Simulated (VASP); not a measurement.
# LiTbH4 (P6/mmm) in VASP: notebook

Runs on LiTbH4. Level: PBE. Tasks: single point, relaxation of cell and atoms.

Program: VASP 6.6.1. These are calculated values, not measurements. Logs are shortened: lines on timing, memory, paths and dates and some standing lists are left out, and cuts for length are marked.

## (1) The cell of the first run

It takes space group P6/mmm (No. 191, hexagonal). The conventional cell has a = 3.208 Å, b = 3.208 Å, c = 6.522 Å, α = 90.00°, β = 90.00°, γ = 120.00°. Li (site symmetry 6/mmm) has 12 H at 2.43 Å and 6 Li at 3.21 Å and 2 Tb at 3.26 Å within 3.3 Å. Tb (site symmetry 6/mmm) has 12 H at 2.51 Å and 6 Tb at 3.21 Å and 2 Li at 3.26 Å within 3.3 Å. Within 2.6 Å of H (site symmetry 3m) lie 3 H at 1.85 Å and 3 Li at 2.43 Å and 3 Tb at 2.51 Å.

The cell was built from a structure type or drawn by symmetry, and may not be a known phase.

## (2) Single point, PBE

INCAR reads:

```
PREC = Accurate
ENCUT = 750
EDIFF = 1E-6
ISMEAR = 0
SIGMA = 0.1
LREAL = False
LASPH = True
NELM = 200
ALGO = Normal
ISIF = 2
LWAVE = False
LCHARG = False
GGA = PE
NBANDS = 17
GGA_COMPAT = False
LMAXMIX = 6
```

KPOINTS reads:

```
Automatic mesh
0
Gamma
  6 6 4
```

POSCAR reads:

```
LiTbH4
1.0
    3.2083970000      0.0000000000      0.0000000000
   -1.6041985000      2.7785533100      0.0000000000
    0.0000000000      0.0000000000      6.5220745600
Li Tb H
1 1 4
Direct
    0.0000000000      0.0000000000      0.0000000000
    0.0000000000      0.0000000000      0.5000000000
    0.3333333300      0.6666666700      0.7595900300
    0.3333333300      0.6666666700      0.2404099700
    0.6666666700      0.3333333300      0.7595900300
    0.6666666700      0.3333333300      0.2404099700
```

Potentials or basis: VASP PAW PBE potentials, release 64 (Li_sv, Tb_3, H), 4f in core.

Command:

```bash
$ cat potpaw_PBE.64/Li_sv/POTCAR potpaw_PBE.64/Tb_3/POTCAR potpaw_PBE.64/H/POTCAR > POTCAR
$ mpirun -np 1 vasp_std > vasp.out
```

OUTCAR:

```text
PREC = Accurate
   ENCUT = 750
   EDIFF = 1E-6
   ISMEAR = 0
   LREAL = False
   LASPH = True
   NELM = 200
   ISIF = 2
   GGA = PE

 ion  position               nearest neighbor table
   1  0.000  0.000  0.000-
   2  0.000  0.000  0.500-
   3  0.333  0.667  0.760-
   4  0.333  0.667  0.240-
   5  0.667  0.333  0.760-
   6  0.667  0.333  0.240-

  LATTYP: Found a hexagonal cell.
 ALAT       =     3.2083970000
 C/A-ratio  =     2.0328140688

  Lattice vectors:

 A1 = (   3.2083970000,   0.0000000000,   0.0000000000)
 A2 = (  -1.6041985000,   2.7785533100,   0.0000000000)
 A3 = (   0.0000000000,   0.0000000000,   6.5220745600)

Analysis of symmetry for initial positions (statically):
=====================================================================
 Subroutine PRICEL returns:
 Original cell was already a primitive cell.

 Routine SETGRP: Setting up the symmetry group for a
 hexagonal supercell.

 Subroutine GETGRP returns: Found 24 space group operations
 (whereof 24 operations were pure point group operations)
 out of a pool of 24 trial point group operations.

The static configuration has the point symmetry D_6h.

Analysis of symmetry for dynamics (positions and initial velocities):
=====================================================================
 Subroutine PRICEL returns:
 Original cell was already a primitive cell.

 Routine SETGRP: Setting up the symmetry group for a
 hexagonal supercell.

 Subroutine GETGRP returns: Found 24 space group operations
 (whereof 24 operations were pure point group operations)
 out of a pool of 24 trial point group operations.

The dynamic configuration has the point symmetry D_6h.

 Subroutine INISYM returns: Found 24 space group operations
 (whereof 24 operations are pure point group operations),
 and found     1 'primitive' translations

----------------------------------------------------------------------------------------

                                     Primitive cell

  volume of cell :      58.1424

  direct lattice vectors                    reciprocal lattice vectors
     3.208397000  0.000000000  0.000000000     0.311682127  0.179949760  0.000000000
    -1.604198500  2.778553310  0.000000000     0.000000000  0.359899519  0.000000000
     0.000000000  0.000000000  6.522074560     0.000000000  0.000000000  0.153325447

  length of vectors
[... 90 lines left out ...]
   IBRION =     -1    ionic relax: 0-MD 1-quasi-New 2-CG
   NFREE  =      0    steps in history (QN), initial steepest desc. (CG)
   ISIF   =      2    stress and relaxation
   ISYM   =      2    0-nonsym 1-usesym 2-fastsym
   POTIM  = 0.5000    time-step for ionic-motion
   TEBEG  =    0.0;   TEEND  =   0.0 temperature during run
   PSTRESS=    0.0 pullay stress
   NELECT =      16.0000    total number of electrons
   NUPDOWN=      -1.0000    fix difference up-down
   EMIN   =  10.00;   EMAX   =-10.00  energy-range for DOS
   EFERMI =   0.00;   METHOD = LEGACY
   ISMEAR =     0;   SIGMA  =   0.10  broadening in eV -4-tet -1-fermi 0-gaus
   EFERMI_NEDOS =   21; number of points for ismear=-14 and -15
   IALGO  =     38    algorithm
   IMIX   =      4    mixing-type and parameters
     AMIX     =   0.40;   BMIX     =  1.00
     AMIX_MAG =   1.60;   BMIX_MAG =  1.00
  volume/ion in A,a.u.               =       9.69        65.39
  Fermi-wavevector in a.u.,A,eV,Ry     =   1.064839  2.012254 15.427403  1.133882
  Thomas-Fermi vector in A             =   2.200371
   LORBIT       =      0    0 simple, 1 ext, 2 COOP (PROOUT), +10 PAW based schemes
   GGA     = PE    functional components
   LHFCALC =     F    Hartree Fock is set to
   AEXX    =    0.0000 exact exchange contribution
   IVDW    =     0    specifies the selected vdW correction
   LEPSILON=     F    determine dielectric tensor
   LRPA    =     F    only Hartree local field effects (RPA)
 non-spin polarized calculation
 Gauss-broadening in eV      SIGMA  =   0.10
  energy-cutoff  :      750.00
  volume of cell :       58.14
 maximum number of plane-waves:      2748
 NGX is ok and might be reduce to    30
   NGX = 15   NGY = 15   NGZ = 29

 number of electron      16.0000005 magnetization

 Free energy of the ion-electron system (eV)
  ---------------------------------------------------
  ext. energy  EPLUGINS =         0.00000000
  ---------------------------------------------------
  free energy    TOTEN  =       -19.43582108 eV

  energy without entropy =      -19.42254072  energy(sigma->0) =      -19.42918090

 E-fermi :   2.9457     XC(G=0):  -9.4635

 val. band max:        2.9264019581   @ k =   0.1667   0.0000   0.0000
 cond. band min:       2.9758017111   @ k =   0.1667   0.0000   0.2500
 fundamental gap:      0.0493997530
 Fermi energy:         2.9457232642

 k-point     1 :       0.0000    0.0000    0.0000
  band No.  band energies     occupation
      1     -44.7025      2.00000
      2     -19.9636      2.00000
      3     -19.0906      2.00000
      4     -19.0906      2.00000
      5      -5.8667      2.00000
      6      -3.9084      2.00000
[... 397 lines left out ...]
      4     -19.6369      2.00000
      5      -1.6512      2.00000
      6      -1.6512      2.00000
[... 9 lines left out ...]
     16      11.1319      0.00000
     17      11.1319      0.00000

------------------------ aborting loop because EDIFF is reached ----------------------------------------

  FORCE on cell =-STRESS in cart. coord.  units (eV):
  Direction    XX          YY          ZZ          XY          YZ          ZX
  --------------------------------------------------------------------------------------
  -------------------------------------------------------------------------------------
  Total        2.4099896      2.4099896     -7.4592369      0.0000000     -0.0000000      0.0000000
  in kB       66.4099513     66.4099515   -205.5475893      0.0000000     -0.0000000      0.0000000
  external PRESSURE =     -24.2425622 kB  Pullay stress =       0.0000000 kB

 VOLUME and BASIS-vectors are now :
 -----------------------------------------------------------------------------
  energy-cutoff  :      750.00
  volume of cell :       58.14
      direct lattice vectors                 reciprocal lattice vectors
     3.208397000  0.000000000  0.000000000     0.311682127  0.179949760  0.000000000
    -1.604198500  2.778553310  0.000000000     0.000000000  0.359899519  0.000000000
     0.000000000  0.000000000  6.522074560     0.000000000  0.000000000  0.153325447

 POSITION                                       TOTAL-FORCE (eV/Angst)
 -----------------------------------------------------------------------------------
      0.00000      0.00000      0.00000        -0.000000      0.000000      0.000000
      0.00000      0.00000      3.26104        -0.000000      0.000000      0.000000
     -0.00000      1.85237      4.95410        -0.000000      0.000000     -0.580961
     -0.00000      1.85237      1.56797        -0.000000      0.000000      0.580961
      1.60420      0.92618      4.95410         0.000000     -0.000000     -0.580961
      1.60420      0.92618      1.56797         0.000000     -0.000000      0.580961
 -----------------------------------------------------------------------------------
    total drift:                               -0.000000     -0.000000      0.000000

  FREE ENERGIE OF THE ION-ELECTRON SYSTEM (eV)
  ---------------------------------------------------
  free  energy   TOTEN  =       -19.4358210765 eV

  energy  without entropy=      -19.4225407218  energy(sigma->0) =      -19.42918090
```

Wall time 33 s (1 thread of Intel Xeon Platinum 8124M at 3.00GHz (Skylake/Cascade Lake), shared host); peak memory 0.24 GiB.

What came out:

```
Free energy            : -19.4358 eV
Pressure               : -2.4 GPa
Largest force          : 0.581 eV/Å
Band gap on the k mesh : zero (bands 8 and 9 overlap by 2.22 eV)
```

Forces in eV/Å, atoms in the order of the input:
```
Li   0.000  0.000  0.000
Tb   0.000  0.000  0.000
H    0.000  0.000 -0.581
H    0.000  0.000  0.581
H    0.000  0.000 -0.581
H    0.000  0.000  0.581
```

Stress tensor (GPa, compression positive):
```
  6.64   0.00   0.00
  0.00   6.64   0.00
  0.00   0.00 -20.55
```

Levels at points of the mesh, in eV from the Fermi level:
```csv
k point,band 4,band 5,band 6,band 7,band 8,band 9,band 10,band 11,band 12,band 13
"(0.00, 0.00, 0.00)",-22.04,-8.81,-6.85,-2.55,1.94,1.94,2.38,3.21,4.01,5.06
"(0.50, 0.00, 0.00)",-22.36,-5.56,-5.09,-4.27,-1.81,-0.27,3.09,3.40,4.46,4.56
"(0.00, 0.00, 0.50)",-22.04,-8.39,-7.58,-1.96,1.95,1.95,2.07,3.44,3.73,5.01
"(0.50, 0.00, 0.50)",-22.36,-6.10,-4.23,-4.09,-2.37,0.03,1.48,3.25,4.99,5.72
```

Caveat: the k points lie up to 0.38 Å⁻¹ apart, too coarse for converged energies and pressures of a metal; spin-orbit coupling is left out, which moves the levels of the heavy elements; the 4f electrons are frozen in the core, so they carry no moment and show no levels. Spin polarisation is off, so any magnetic state and its effect on volume and gap are missing.

## (3) Single point, PBE

This run uses another cell than the first one, of 9.78 Å³/atom.

INCAR reads:

```
ALGO     = Normal         # electronic algorithm
EDIFF    = 1E-6           # SCF threshold, eV
ENCUT    = 750            # plane-wave cutoff, eV
GGA      = PE             # functional
GGA_COMPAT= F            
ISIF     = 2              # what is computed and relaxed
ISMEAR   = 0              # smearing method
LASPH    = T              # aspherical terms in the spheres
LCHARG   = F              # write CHGCAR
LMAXMIX  = 6              # l up to which the mixer works
LREAL    = F              # projectors in reciprocal space
LWAVE    = F              # write WAVECAR
NBANDS   = 17             # bands
NELM     = 200            # most SCF steps
PREC     = Accurate       # precision mode
SIGMA    = 0.1            # smearing width, eV
```

KPOINTS reads:

```
k-points
0
Gamma
  6 6 4
```

POSCAR reads:

```
LiTbH4
1.0
    3.4103914540      0.0000000000      0.0000000000
   -1.7051957270      2.9534856360      0.0000000000
    0.0000000000      0.0000000000      5.8284432242
Li Tb H
1 1 4
Direct
    0.0000000000      0.0000000000      0.0000000000
    0.0000000000      0.0000000000      0.5000000000
    0.3333333333      0.6666666667      0.7126638808
    0.3333333333      0.6666666667      0.2873361192
    0.6666666667      0.3333333333      0.7126638808
    0.6666666667      0.3333333333      0.2873361192
```

Potentials or basis: VASP PAW PBE potentials, release 64 (Li_sv, Tb_3, H), 4f in core.

Command:

```bash
$ cat potpaw_PBE.64/Li_sv/POTCAR potpaw_PBE.64/Tb_3/POTCAR potpaw_PBE.64/H/POTCAR > POTCAR
$ mpirun -np 1 vasp_std > vasp.out
```

Wall time 34 s (1 thread of Intel Xeon Platinum 8124M at 3.00GHz (Skylake/Cascade Lake), shared host); peak memory 0.23 GiB.

It converged, with:

| Item | Value |
| --- | --- |
| Free energy | -20.5520 eV |
| Pressure | 0.3 GPa |
| Largest force | 0.012 eV/Å |
| Band gap on the k mesh | zero (bands 8 and 9 overlap by 1.70 eV) |

Forces in eV/Å, atoms in the order of the input:
```
Li   0.000  0.000  0.000
Tb   0.000  0.000  0.000
H    0.000  0.000  0.012
H    0.000  0.000 -0.012
H    0.000  0.000  0.012
H    0.000  0.000 -0.012
```

Stress tensor (GPa, compression positive):
```
0.46 0.00 0.00
0.00 0.46 0.00
0.00 0.00 0.05
```

Levels at points of the mesh, in eV from the Fermi level:
```tsv
k point	band 4	band 5	band 6	band 7	band 8	band 9	band 10	band 11	band 12	band 13
(0.00, 0.00, 0.00)	-21.77	-8.46	-5.38	-1.69	1.47	2.02	2.02	3.25	4.38	4.44
(0.50, 0.00, 0.00)	-21.97	-5.16	-4.81	-4.61	-1.30	0.51	2.90	3.02	5.67	5.86
(0.00, 0.00, 0.50)	-21.77	-8.12	-6.21	-0.59	1.60	2.03	2.03	2.59	3.01	4.25
(0.50, 0.00, 0.50)	-21.97	-5.68	-4.65	-3.93	-1.90	0.78	2.66	2.91	4.95	6.95
```

Caveat: spin-orbit coupling is left out, which moves the levels of the heavy elements; the 4f electrons are frozen in the core, so they carry no moment and show no levels. Spin polarisation is off, so any magnetic state and its effect on volume and gap are missing.

(Continued in part 2 of 2.)
